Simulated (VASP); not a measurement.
# CaO (Fm-3m) in VASP: notebook

CaO is run at these levels: PBE; tasks: single point, relaxation of cell and atoms.

Everything below comes from runs of VASP 6.6.1. Logs are shortened: lines on timing, memory, paths and dates and some standing lists are left out, and cuts for length are marked.

## Step 1: The cell of the first run

The structure is cubic, space group Fm-3m (No. 225). The conventional cell has a = 4.504 Å, b = 4.504 Å, c = 4.504 Å, α = 90.00°, β = 90.00°, γ = 90.00°. Within 3.0 Å of Ca (site symmetry m-3m) lie 6 O at 2.25 Å. Within 3.0 Å of O (site symmetry m-3m) lie 6 Ca at 2.25 Å.

## Step 2: Single point, PBE

Contents of INCAR:

```
PREC     = Accurate       # precision mode
ENCUT    = 600            # plane-wave cutoff, eV
EDIFF    = 1E-6           # SCF threshold, eV
ISMEAR   = 0              # smearing method
SIGMA    = 0.02           # smearing width, eV
LREAL    = False          # projectors in reciprocal space
LASPH    = True           # aspherical terms in the spheres
NELM     = 120            # most SCF steps
ALGO     = Normal         # electronic algorithm
ISIF     = 2              # what is computed and relaxed
LWAVE    = False          # write WAVECAR
LCHARG   = False          # write CHGCAR
GGA      = PE             # functional
NBANDS   = 15             # bands
GGA_COMPAT= False
```

Contents of KPOINTS:

```
regular mesh
0
Gamma
  10 10 10
```

Contents of POSCAR:

```
CaO
1.0
    0.0000000000      2.2519877926      2.2519877926
    2.2519877926      0.0000000000      2.2519877926
    2.2519877926      2.2519877926      0.0000000000
Ca O
1 1
Direct
    0.0000000000      0.0000000000      0.0000000000
    0.5000000000      0.5000000000      0.5000000000
```

Potentials or basis: VASP PAW PBE potentials, release 64 (Ca_sv, O).

Launch:

```
cat potpaw_PBE.64/Ca_sv/POTCAR potpaw_PBE.64/O/POTCAR > POTCAR
mpirun -np 1 vasp_std > vasp.out
```

OUTCAR:

```text
PREC = Accurate
   ENCUT = 600
   EDIFF = 1E-6
   ISMEAR = 0
   LREAL = False
   LASPH = True
   NELM = 120
   ISIF = 2
   GGA = PE

 ion  position               nearest neighbor table
   1  0.000  0.000  0.000-   2 2.25   2 2.25   2 2.25   2 2.25   2 2.25   2 2.25
   2  0.500  0.500  0.500-   1 2.25   1 2.25   1 2.25   1 2.25   1 2.25   1 2.25

  LATTYP: Found a face centered cubic cell.
 ALAT       =     4.5039755852

  Lattice vectors:

 A1 = (   0.0000000000,   2.2519877926,   2.2519877926)
 A2 = (   2.2519877926,   0.0000000000,   2.2519877926)
 A3 = (   2.2519877926,   2.2519877926,   0.0000000000)

Analysis of symmetry for initial positions (statically):
=====================================================================
 Subroutine PRICEL returns:
 Original cell was already a primitive cell.

 Routine SETGRP: Setting up the symmetry group for a
 face centered cubic supercell.

 Subroutine GETGRP returns: Found 48 space group operations
 (whereof 48 operations were pure point group operations)
 out of a pool of 48 trial point group operations.

The static configuration has the point symmetry O_h .

Analysis of symmetry for dynamics (positions and initial velocities):
=====================================================================
 Subroutine PRICEL returns:
 Original cell was already a primitive cell.

 Routine SETGRP: Setting up the symmetry group for a
 face centered cubic supercell.

 Subroutine GETGRP returns: Found 48 space group operations
 (whereof 48 operations were pure point group operations)
 out of a pool of 48 trial point group operations.

The dynamic configuration has the point symmetry O_h .

 Subroutine INISYM returns: Found 48 space group operations
 (whereof 48 operations are pure point group operations),
 and found     1 'primitive' translations

----------------------------------------------------------------------------------------

                                     Primitive cell

  volume of cell :      22.8417

  direct lattice vectors                    reciprocal lattice vectors
     0.000000000  2.251987793  2.251987793    -0.222026070  0.222026070  0.222026070
     2.251987793  0.000000000  2.251987793     0.222026070 -0.222026070  0.222026070
     2.251987793  2.251987793  0.000000000     0.222026070  0.222026070 -0.222026070

  length of vectors
     3.184791679  3.184791679  3.184791679     0.384560434  0.384560434  0.384560434

  position of ions in fractional coordinates (direct lattice)
     0.000000000  0.000000000  0.000000000
     0.500000000  0.500000000  0.500000000

  ion indices of the primitive-cell ions
   primitive index   ion index
                 1           1
                 2           2

----------------------------------------------------------------------------------------

 KPOINTS: regular mesh

Automatic generation of k-mesh.
 Grid dimensions read from file:
 generate k-points for:   10   10   10

 Generating k-lattice:

  Cartesian coordinates                     Fractional coordinates (reciprocal lattice)
    -0.022202607  0.022202607  0.022202607     0.100000000  0.000000000  0.000000000
     0.022202607 -0.022202607  0.022202607     0.000000000  0.100000000  0.000000000
     0.022202607  0.022202607 -0.022202607     0.000000000  0.000000000  0.100000000

  Length of vectors
     0.038456043  0.038456043  0.038456043

  Shift w.r.t. Gamma in fractional coordinates (k-lattice)
     0.000000000  0.000000000  0.000000000

 Subroutine IBZKPT returns following result:
 ===========================================

 Found     47 irreducible k-points:

 Following reciprocal coordinates:
            Coordinates               Weight
  0.000000  0.000000  0.000000      1.000000
  0.100000  0.000000  0.000000      8.000000
  0.200000  0.000000  0.000000      8.000000
  0.300000  0.000000  0.000000      8.000000
  0.400000  0.000000  0.000000      8.000000
  0.500000  0.000000  0.000000      4.000000
[... 16 lines left out ...]
  0.300000  0.300000  0.000000      6.000000
  0.400000  0.300000  0.000000     24.000000
 [... further k-points ...]
   k-points           NKPTS =     47   k-points in BZ     NKDIM =     47   number of bands    NBANDS=     15
   number of dos      NEDOS =    301   number of ions     NIONS =      2
   total plane-waves  NPLWV =  21952
   dimension x,y,z NGX =    28 NGY =   28 NGZ =   28
   dimension x,y,z NGXF=    56 NGYF=   56 NGZF=   56
   ions per type =               1   1
   NGX,Y,Z   is equivalent  to a cutoff of  14.62, 14.62, 14.62 a.u.
   NGXF,Y,Z  is equivalent  to a cutoff of  29.23, 29.23, 29.23 a.u.
 SYSTEM =  unknown system
   PREC   = accura    normal or accurate (medium, high low for compatibility)
   ISTART =      0    job   : 0-new  1-cont  2-samecut
   ICHARG =      2    charge: 1-file 2-atom 10-const
   ISPIN  =      1    spin polarized calculation?
   LNONCOLLINEAR =      F non collinear calculations
   LSORBIT =      F    spin-orbit coupling
   LASPH  =      T    aspherical Exc in radial PAW
   ENCUT  =  600.0 eV  44.10 Ry    6.64 a.u.   6.36  6.36  6.36*2*pi/ulx,y,z
   NELM   =    120;   NELMIN=  2; NELMDL= -5     # of ELM steps
   EDIFF  = 0.1E-05   stopping-criterion for ELM
   LREAL  =      F    real-space projection
   EDIFFG = 0.1E-04   stopping-criterion for IOM
   NSW    =      0    number of steps for IOM
   IBRION =     -1    ionic relax: 0-MD 1-quasi-New 2-CG
   NFREE  =      0    steps in history (QN), initial steepest desc. (CG)
   ISIF   =      2    stress and relaxation
   ISYM   =      2    0-nonsym 1-usesym 2-fastsym
   POTIM  = 0.5000    time-step for ionic-motion
   TEBEG  =    0.0;   TEEND  =   0.0 temperature during run
   PSTRESS=    0.0 pullay stress
   NELECT =      16.0000    total number of electrons
   NUPDOWN=      -1.0000    fix difference up-down
   EMIN   =  10.00;   EMAX   =-10.00  energy-range for DOS
   EFERMI =   0.00;   METHOD = LEGACY
   ISMEAR =     0;   SIGMA  =   0.02  broadening in eV -4-tet -1-fermi 0-gaus
   EFERMI_NEDOS =   21; number of points for ismear=-14 and -15
   IALGO  =     38    algorithm
   IMIX   =      4    mixing-type and parameters
     AMIX     =   0.40;   BMIX     =  1.00
     AMIX_MAG =   1.60;   BMIX_MAG =  1.00
  volume/ion in A,a.u.               =      11.42        77.07
  Fermi-wavevector in a.u.,A,eV,Ry     =   1.453914  2.747500 28.760902  2.113867
  Thomas-Fermi vector in A             =   2.571126
   LORBIT       =      0    0 simple, 1 ext, 2 COOP (PROOUT), +10 PAW based schemes
   GGA     = PE    functional components
   LHFCALC =     F    Hartree Fock is set to
   AEXX    =    0.0000 exact exchange contribution
   IVDW    =     0    specifies the selected vdW correction
   LEPSILON=     F    determine dielectric tensor
   LRPA    =     F    only Hartree local field effects (RPA)
 non-spin polarized calculation
 Gauss-broadening in eV      SIGMA  =   0.02
  energy-cutoff  :      600.00
  volume of cell :       22.84
 maximum number of plane-waves:       779
 NGX is ok and might be reduce to    28
   NGX = 13   NGY = 13   NGZ = 13

 number of electron      15.9999999 magnetization

 Free energy of the ion-electron system (eV)
  ---------------------------------------------------
  ext. energy  EPLUGINS =         0.00000000
  ---------------------------------------------------
  free energy    TOTEN  =       -12.28851268 eV

  energy without entropy =      -12.28851268  energy(sigma->0) =      -12.28851268

 E-fermi :   3.6947     XC(G=0): -11.4664

 val. band max:        3.5900254074   @ k =   0.0000   0.0000   0.0000
 cond. band min:       7.0633358524   @ k =   0.5000   0.5000   0.0000
 fundamental gap:      3.4733104450
 Fermi energy:         3.6946694491

 k-point     1 :       0.0000    0.0000    0.0000
  band No.  band energies     occupation
      1     -33.3493      2.00000
      2     -13.8966      2.00000
      3     -13.8966      2.00000
      4     -13.8966      2.00000
      5     -12.3248      2.00000
      6       3.5900      2.00000
      7       3.5900      2.00000
      8       3.5900      2.00000
      9      10.0789      0.00000
     10      10.2309      0.00000
     11      10.2309      0.00000
     12      10.2309      0.00000
     13      12.1080      0.00000
     14      12.1080      0.00000
     15      19.8785      0.00000

 k-point     2 :       0.1000    0.0000    0.0000
  band No.  band energies     occupation
      1     -33.3267      2.00000
      2     -14.3009      2.00000
      3     -13.9048      2.00000
      4     -13.9048      2.00000
      5     -11.9260      2.00000
      6       3.1884      2.00000
      7       3.3899      2.00000
      8       3.3899      2.00000
      9      10.1960      0.00000
     10      10.4488      0.00000
     11      10.4488      0.00000
     12      10.5710      0.00000
     13      12.4426      0.00000
     14      12.4426      0.00000
     15      20.4301      0.00000

 k-point     3 :       0.2000    0.0000    0.0000
  band No.  band energies     occupation
      1     -33.2670      2.00000
      2     -14.9924      2.00000
      3     -13.9260      2.00000
      4     -13.9260      2.00000
      5     -11.2476      2.00000
      6       2.2928      2.00000
      7       2.9201      2.00000
      8       2.9201      2.00000
      9      10.2575      0.00000
     10      11.0522      0.00000
     11      11.0522      0.00000
     12      11.7079      0.00000
     13      13.2969      0.00000
     14      13.2969      0.00000
     15      21.4475      0.00000
[... 343 lines left out ...]
 k-point    23 :       0.3000    0.3000    0.0000
  band No.  band energies     occupation
      1     -33.1445      2.00000
      2     -15.1665      2.00000
      3     -14.1794      2.00000
      4     -14.1794      2.00000
      5     -11.3522      2.00000
      6       1.6074      2.00000
      7       3.2621      2.00000
      8       3.2621      2.00000
      9       7.9051      0.00000
     10      12.2955      0.00000
     11      13.0314      0.00000
     12      13.2660      0.00000
     13      13.2660      0.00000
     14      15.8886      0.00000
     15      23.8541      0.00000

 k-point    24 :       0.4000    0.3000    0.0000
  band No.  band energies     occupation
      1     -33.0975      2.00000
      2     -15.2549      2.00000
      3     -14.2793      2.00000
      4     -14.2208      2.00000
      5     -11.4300      2.00000
      6       1.7938      2.00000
      7       3.0105      2.00000
      8       3.1219      2.00000
      9       7.8930      0.00000
     10      12.8412      0.00000
     11      13.4823      0.00000
     12      13.6959      0.00000
     13      13.7949      0.00000
     14      16.3454      0.00000
     15      22.0252      0.00000

 [... further k-points ...]

------------------------ aborting loop because EDIFF is reached ----------------------------------------

  FORCE on cell =-STRESS in cart. coord.  units (eV):
  Direction    XX          YY          ZZ          XY          YZ          ZX
  --------------------------------------------------------------------------------------
  -------------------------------------------------------------------------------------
  Total        5.1653380      5.1653380      5.1653380     -0.0000000     -0.0000000      0.0000000
  in kB      362.3107607    362.3107607    362.3107607     -0.0000000     -0.0000000      0.0000000
  external PRESSURE =     362.3107607 kB  Pullay stress =       0.0000000 kB

 VOLUME and BASIS-vectors are now :
 -----------------------------------------------------------------------------
  energy-cutoff  :      600.00
  volume of cell :       22.84
      direct lattice vectors                 reciprocal lattice vectors
     0.000000000  2.251987793  2.251987793    -0.222026070  0.222026070  0.222026070
     2.251987793  0.000000000  2.251987793     0.222026070 -0.222026070  0.222026070
     2.251987793  2.251987793  0.000000000     0.222026070  0.222026070 -0.222026070

 POSITION                                       TOTAL-FORCE (eV/Angst)
 -----------------------------------------------------------------------------------
      0.00000      0.00000      0.00000         0.000000     -0.000000     -0.000000
      2.25199      2.25199      2.25199        -0.000000      0.000000      0.000000
 -----------------------------------------------------------------------------------
    total drift:                                0.000000      0.000000      0.000000

  FREE ENERGIE OF THE ION-ELECTRON SYSTEM (eV)
  ---------------------------------------------------
  free  energy   TOTEN  =       -12.2885126775 eV

  energy  without entropy=      -12.2885126775  energy(sigma->0) =      -12.28851268
```

Wall time 20 s (1 thread of Intel Xeon Platinum 8259CL at 2.50GHz (Skylake/Cascade Lake), shared host); peak memory 0.17 GiB.

What came out:

```yaml
Free_energy: -12.2885 eV
Pressure: 36.2 GPa
Band_gap_on_the_k_mesh: 3.47 eV (least direct gap 3.76 eV)
```

Caveat: the cell stands under pressure. A k mesh can miss the band edges.

## Step 3: Relaxation of cell and atoms, PBE, target pressure 35 GPa, at which the enthalpy is minimised

This run uses another cell than the first one, of 11.56 Å³/atom.

Contents of INCAR:

```
SYSTEM = CaO
ALGO = Normal ; EDIFF = 1E-7
EDIFFG = -0.003 ; ENCUT = 600
GGA = PE ; GGA_COMPAT = .FALSE.
IBRION = 2 ; ISIF = 3
ISMEAR = 0 ; LASPH = .TRUE.
LCHARG = .FALSE. ; LREAL = .FALSE.
LWAVE = .FALSE. ; NELM = 120
NELMIN = 4 ; NSW = 50
PREC = Accurate ; PSTRESS = 350.0
SIGMA = 0.02
```

Contents of KPOINTS:

```
k-points
0
G
  10 10 10
  0 0 0
```

Contents of POSCAR:

```
CaO
1.0
    0.0000000000      2.2609827868      2.2609827868
    2.2609827868      0.0000000000      2.2609827868
    2.2609827868      2.2609827868      0.0000000000
Ca O
1 1
Direct
    0.0000000000      0.0000000000      0.0000000000
    0.5000000000      0.5000000000      0.5000000000
```

Potentials or basis: VASP PAW PBE potentials, release 64 (Ca_sv, O).

Launch:

```
cat potpaw_PBE.64/Ca_sv/POTCAR potpaw_PBE.64/O/POTCAR > POTCAR
mpirun -np 1 vasp_std > vasp.out
```

Wall time 55 s (1 thread of Intel Xeon Platinum 8259CL at 2.50GHz (Skylake/Cascade Lake), shared host); peak memory 0.16 GiB.

Results (log left out):

```yaml
Free_energy: -12.3144 eV
Relaxed_volume: 11.48 Å³/atom
Relaxed_cell: a = 3.190 Å, b = 3.190 Å, c = 3.190 Å, α = 60.00°, β = 60.00°, γ = 60.00°
Space_group_after_relaxing_to_0.1_Å: Fm-3m (No. 225)
Energy_change_on_relaxing_the_run_minimises_the_enthalpy: +17.1 meV/atom
Ionic_steps: 3
Pressure_after_relaxing: 35.0 GPa
Band_gap_on_the_k_mesh: 3.48 eV (least direct gap 3.78 eV)
```

Step by step:
| step | energy change (eV) | largest force (eV/Å) | pressure (GPa) | volume (Å³) |
| --- | --- | --- | --- | --- |
| 1 | 0.0000 | 0.0000 | 33.33 | 23.12 |
| 2 | 0.0889 | 0.0000 | 37.61 | 22.71 |
| 3 | 0.0343 | 0.0000 | 35.00 | 22.96 |

Final structure:
```xyz
2
Lattice="0.0000 2.2557 2.2557 2.2557 0.0000 2.2557 2.2557 2.2557 0.0000" Properties=species:S:1:pos:R:3 pbc="T T T"
Ca    0.0000    0.0000    0.0000
O     2.2557    2.2557    2.2557
```

Levels at points of the mesh, in eV from the valence-band top:
| k point | band 5 | band 6 | band 7 | band 8 | band 9 | band 10 | band 11 | band 12 |
| --- | --- | --- | --- | --- | --- | --- | --- | --- |
| (0.00, 0.00, 0.00) | -15.91 | 0.00 | 0.00 | 0.00 | 6.44 | 6.63 | 6.63 | 6.63 |
| (0.50, 0.00, 0.00) | -13.71 | -3.12 | -1.65 | -1.65 | 7.95 | 9.40 | 9.40 | 10.06 |
| (0.50, 0.50, 0.00) | -15.73 | -1.11 | -0.29 | -0.29 | 3.48 | 9.55 | 9.98 | 10.85 |

Caveat: the cell is relaxed towards a set pressure, so the run minimises the enthalpy, not the energy.
